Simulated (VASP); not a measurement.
# Be2Al in VASP: further runs

Be2Al is run at these levels: PBE; tasks: single point.

All numbers are computed with VASP 6.6.1; they aren't measurements. Logs are shortened: lines on timing, memory, paths and dates and some standing lists are left out, and cuts for length are marked.

## (1) The cell of the first run

The cell holds a sheet with vacuum, 3 atoms: a = 2.502 Å, b = 2.502 Å, c = 29.650 Å, α = 90.00°, β = 90.00°, γ = 90.00°.

## (2) Single point, PBE

INCAR reads:

```
SYSTEM = Be2Al
ALGO = Normal
DIPOL = 0.5 0.5 0.270
EDIFF = 1E-7
ENCUT = 520
GGA = PE
IDIPOL = 3
ISIF = 2
ISMEAR = 0
LASPH = .TRUE.
LCHARG = .FALSE.
LDIPOL = .TRUE.
LREAL = .FALSE.
LWAVE = .FALSE.
NBANDS = 10
NELM = 60
PREC = Accurate
SIGMA = 0.1
```

KPOINTS reads:

```
k-points
0
G
  18 18 1
  0 0 0
```

POSCAR reads:

```
Be2Al
1.0
    2.5017546439      0.0000000000      0.0000000000
    0.0000000000      2.5017546439      0.0000000000
    0.0000000000      0.0000000000     29.6498463564
Be Al
2 1
Direct
    1.0000000000      1.0000000000      0.3304690725
    1.0000000000      1.0000000000      0.2091627289
    0.5000000000      0.5000000000      0.2698159007
```

Potentials or basis: VASP PAW PBE potentials, release 64 (Be, Al).

Command:

```sh
> cat potpaw_PBE.64/Be/POTCAR potpaw_PBE.64/Al/POTCAR > POTCAR
> mpirun -np 1 vasp_std > vasp.out
```

OUTCAR:

```text
SYSTEM = Be2Al
   EDIFF = 1E-7
   ENCUT = 520
   GGA = PE
   ISIF = 2
   ISMEAR = 0
   LASPH = .TRUE.
   LREAL = .FALSE.
   NELM = 60
   PREC = Accurate

 ion  position               nearest neighbor table
   1  0.000  0.000  0.330-   3 2.52   3 2.52   3 2.52   3 2.52
   2  0.000  0.000  0.209-   3 2.52   3 2.52   3 2.52   3 2.52
   3  0.500  0.500  0.270-   1 2.52   1 2.52   1 2.52   1 2.52   2 2.52   2 2.52   2 2.52   2 2.52

  LATTYP: Found a simple tetragonal cell.
 ALAT       =     2.5017546439
 C/A-ratio  =    11.8516203932

  Lattice vectors:

 A1 = (   2.5017546439,   0.0000000000,   0.0000000000)
 A2 = (   0.0000000000,   2.5017546439,   0.0000000000)
 A3 = (   0.0000000000,   0.0000000000,  29.6498463564)

Analysis of symmetry for initial positions (statically):
=====================================================================
 Subroutine PRICEL returns:
 Original cell was already a primitive cell.

 Routine SETGRP: Setting up the symmetry group for a
 simple tetragonal supercell.

 Subroutine GETGRP returns: Found 16 space group operations
 (whereof  8 operations were pure point group operations)
 out of a pool of 16 trial point group operations.

The static configuration has the point symmetry C_4v.
 The point group associated with its full space group is D_4h.

Analysis of symmetry for dynamics (positions and initial velocities):
=====================================================================
 Subroutine PRICEL returns:
 Original cell was already a primitive cell.

 Routine SETGRP: Setting up the symmetry group for a
 simple tetragonal supercell.

 Subroutine GETGRP returns: Found 16 space group operations
 (whereof  8 operations were pure point group operations)
 out of a pool of 16 trial point group operations.

The dynamic configuration has the point symmetry C_4v.
 The point group associated with its full space group is D_4h.

 Subroutine INISYM returns: Found 16 space group operations
 (whereof  8 operations are pure point group operations),
 and found     1 'primitive' translations

----------------------------------------------------------------------------------------

                                     Primitive cell

  volume of cell :     185.5718

  direct lattice vectors                    reciprocal lattice vectors
     2.501754644  0.000000000  0.000000000     0.399719454  0.000000000  0.000000000
     0.000000000  2.501754644  0.000000000     0.000000000  0.399719454  0.000000000
     0.000000000  0.000000000 29.649846356     0.000000000  0.000000000  0.033726988

  length of vectors
[... 101 lines left out ...]
   IALGO  =     38    algorithm
   IMIX   =      4    mixing-type and parameters
     AMIX     =   0.40;   BMIX     =  1.00
     AMIX_MAG =   1.60;   BMIX_MAG =  1.00
  volume/ion in A,a.u.               =      61.86       417.43
  Fermi-wavevector in a.u.,A,eV,Ry     =   0.549039  1.037534  4.101399  0.301444
  Thomas-Fermi vector in A             =   1.579995
   LORBIT       =      0    0 simple, 1 ext, 2 COOP (PROOUT), +10 PAW based schemes
   GGA     = PE    functional components
   LHFCALC =     F    Hartree Fock is set to
   AEXX    =    0.0000 exact exchange contribution
   IVDW    =     0    specifies the selected vdW correction
   LEPSILON=     F    determine dielectric tensor
   LRPA    =     F    only Hartree local field effects (RPA)
 non-spin polarized calculation
 Gauss-broadening in eV      SIGMA  =   0.10
  energy-cutoff  :      520.00
  volume of cell :      185.57
 maximum number of plane-waves:      5085
 NGX is ok and might be reduce to    20
   NGX =  9   NGY =  9   NGZ =111

 dipolmoment           0.000000      0.000000     -0.000036 electrons x Angstroem

 number of electron       7.0000000 magnetization

 dipolmoment           0.000000      0.000000      0.000001 electrons x Angstroem

 Free energy of the ion-electron system (eV)
  ---------------------------------------------------
  ext. energy  EPLUGINS =         0.00000000
  ---------------------------------------------------
  free energy    TOTEN  =        -8.74678907 eV

  energy without entropy =       -8.74156923  energy(sigma->0) =       -8.74417915

 E-fermi :  -2.3926     XC(G=0):  -2.5500

 val. band max:       -2.4435350330   @ k =   0.5000   0.3333   0.0000
 cond. band min:      -2.3843464912   @ k =   0.2222   0.1111   0.0000
 fundamental gap:      0.0591885418
 Fermi energy:        -2.3925733748

 k-point     1 :       0.0000    0.0000    0.0000
  band No.  band energies     occupation
      1     -13.5928      2.00000
      2      -9.6801      2.00000
      3      -6.0429      2.00000
      4      -3.7288      2.00000
      5       0.8080      0.00000
      6       1.8565      0.00000
      7       2.2357      0.00000
      8       2.6917      0.00000
      9       2.7448      0.00000
     10       3.7196      0.00000
[... 287 lines left out ...]
 k-point    24 :       0.3333    0.1111    0.0000
  band No.  band energies     occupation
      1     -10.8675      2.00000
      2      -7.3548      2.00000
      3      -4.5020      2.00000
      4      -2.6796      1.99995
      5      -1.2064      0.00000
      6      -0.5572      0.00000
      7       2.6867      0.00000
      8       4.0336      0.00000
      9       4.7476      0.00000
     10       5.1883      0.00000

 [... further k-points ...]

------------------------ aborting loop because EDIFF is reached ----------------------------------------

 vacuum level on the upper side and lower side of the slab       (xc-potential included)        -0.014        -0.014

  FORCE on cell =-STRESS in cart. coord.  units (eV):
  Direction    XX          YY          ZZ          XY          YZ          ZX
  --------------------------------------------------------------------------------------
  -------------------------------------------------------------------------------------
  Total        0.0072628      0.0072628      0.0187131      0.0000000      0.0000000     -0.0000000
  in kB        0.0627054      0.0627054      0.1615637      0.0000000      0.0000000     -0.0000000
  external PRESSURE =       0.0956581 kB  Pullay stress =       0.0000000 kB

 VOLUME and BASIS-vectors are now :
 -----------------------------------------------------------------------------
  energy-cutoff  :      520.00
  volume of cell :      185.57
      direct lattice vectors                 reciprocal lattice vectors
     2.501754644  0.000000000  0.000000000     0.399719454  0.000000000  0.000000000
     0.000000000  2.501754644  0.000000000     0.000000000  0.399719454  0.000000000
     0.000000000  0.000000000 29.649846356     0.000000000  0.000000000  0.033726988

 POSITION                                       TOTAL-FORCE (eV/Angst)
 -----------------------------------------------------------------------------------
      0.00000      0.00000      9.79836        -0.000000     -0.000000      0.005725
      0.00000      0.00000      6.20164         0.000000     -0.000000     -0.005725
      1.25088      1.25088      8.00000        -0.000000      0.000000      0.000000
 -----------------------------------------------------------------------------------
    total drift:                               -0.000000      0.000000      0.000012

  FREE ENERGIE OF THE ION-ELECTRON SYSTEM (eV)
  ---------------------------------------------------
  free  energy   TOTEN  =        -8.7467890748 eV

  energy  without entropy=       -8.7415692299  energy(sigma->0) =       -8.74417915

 vacuum level on the upper side and lower side of the slab         2.209         2.210
```

It took 1.7 min on 1 thread of Intel Xeon Platinum 8375C at 2.90GHz (Ice Lake), shared host; peak memory 0.34 GiB.

Results:

| Item | Value |
| --- | --- |
| Free energy | -8.7468 eV |
| Largest force | 0.006 eV/Å |

Forces on the atoms (eV/Å):
```
Be   0.000  0.000  0.006
Be   0.000  0.000 -0.006
Al   0.000  0.000  0.000
```

Levels at points of the mesh, in eV from the Fermi level:
```tsv
k point	band 2	band 3	band 4	band 5	band 6	band 7
(0.00, 0.00, 0.00)	-7.29	-3.65	-1.34	3.20	4.25	4.63
(0.50, 0.00, 0.00)	-5.67	-3.33	-1.40	1.61	1.64	3.02
(0.50, 0.50, 0.00)	-1.65	-0.06	0.67	0.67	2.50	4.51
```

## (3) Single point, PBE

This run uses another cell than the first one, of 65.48 Å³/atom, 1.059 times its volume.

INCAR reads:

```
SYSTEM = Be2Al
ALGO = Normal
DIPOL = 0.5 0.5 0.270
EDIFF = 1E-6
ENCUT = 520
GGA = PE
IDIPOL = 3
ISIF = 2
ISMEAR = 0
LASPH = .True.
LCHARG = .True.
LDIPOL = .True.
LELF = .True.
LREAL = .False.
LVACPOTAV = .True.
LVHAR = .True.
LWAVE = .False.
NBANDS = 10
NELM = 100
PREC = Accurate
SIGMA = 0.1
```

KPOINTS reads:

```
k-points
0
Gamma
  18 18 1
  0 0 0
```

POSCAR reads:

```
Be2Al
1.0
    2.5740397766      0.0000000000      0.0000000000
    0.0000000000      2.5740397766      0.0000000000
    0.0000000000      0.0000000000     29.6498463564
Be Al
2 1
Direct
    1.0000000000      1.0000000000      0.3260007090
    1.0000000000      1.0000000000      0.2136310924
    0.5000000000      0.5000000000      0.2698159007
```

Potentials or basis: VASP PAW PBE potentials, release 64 (Be, Al).

Command:

```sh
> cat potpaw_PBE.64/Be/POTCAR potpaw_PBE.64/Al/POTCAR > POTCAR
> mpirun -np 1 vasp_std > vasp.out
```

It took 1.7 min on 1 thread of Intel Xeon Platinum 8375C at 2.90GHz (Ice Lake), shared host; peak memory 0.35 GiB.

It converged, with:

```
Free energy   : -8.6891 eV
Largest force : 0.214 eV/Å
```

Forces in eV/Å, atoms in the order of the input:
```
Be   0.000  0.000  0.214
Be   0.000  0.000 -0.214
Al   0.000  0.000  0.000
```

Levels at points of the mesh, in eV from the Fermi level:
| k point | band 2 | band 3 | band 4 | band 5 | band 6 | band 7 |
| --- | --- | --- | --- | --- | --- | --- |
| (0.00, 0.00, 0.00) | -7.01 | -3.29 | -0.85 | 3.47 | 4.10 | 4.45 |
| (0.50, 0.00, 0.00) | -5.96 | -3.35 | -1.42 | 1.51 | 2.16 | 3.12 |
| (0.50, 0.50, 0.00) | -2.18 | -0.56 | 0.40 | 0.40 | 1.83 | 4.09 |
